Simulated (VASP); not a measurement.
Here is a VASP 6.6.1 calculation.

File INCAR:

```
SYSTEM = Al4Co3Ni
PREC = Accurate
ENCUT = 520
EDIFF = 1E-6
ISMEAR = 0
SIGMA = 0.1
LREAL = .FALSE.
LASPH = .TRUE.
NELM = 150
ALGO = Normal
ISIF = 2
LWAVE = .FALSE.
LCHARG = .FALSE.
ISPIN = 2
MAGMOM = 0 0 0 0 0.12 0.35 0.35 0.35
LORBIT = 11
LMAXMIX = 4
GGA = PE
NBANDS = 38
```

The input KPOINTS:

```
regular mesh
0
G
  10 10 10
  0 0 0
```

File POSCAR:

```
Al4Co3Ni
1.0
   -2.8654417000      2.8654417000      2.8654417000
    2.8654417000     -2.8654417000      2.8654417000
    2.8654417000      2.8654417000     -2.8654417000
Al Ni Co
4 1 3
Direct
    0.0000000000      0.5000000000      0.0000000000
    0.5000000000      0.0000000000      0.0000000000
    0.5000000000      0.5000000000      0.5000000000
    0.0000000000      0.0000000000      0.5000000000
    0.0000000000      0.0000000000      0.0000000000
    0.5000000000      0.0000000000      0.5000000000
    0.0000000000      0.5000000000      0.5000000000
    0.5000000000      0.5000000000      0.0000000000
```

Potentials or basis: VASP PAW PBE potentials, release 64 (Al, Ni, Co).

The run is started by

```sh
$ cat potpaw_PBE.64/Al/POTCAR potpaw_PBE.64/Ni/POTCAR potpaw_PBE.64/Co/POTCAR > POTCAR
$ mpirun -np 1 vasp_std > vasp.out
```

Question: What does it give for the pressure?

Answer: -0.1 GPa.

Question: Predict the site moments.

Answer: Al -0.00; Ni +0.10; Co +0.32 μB.
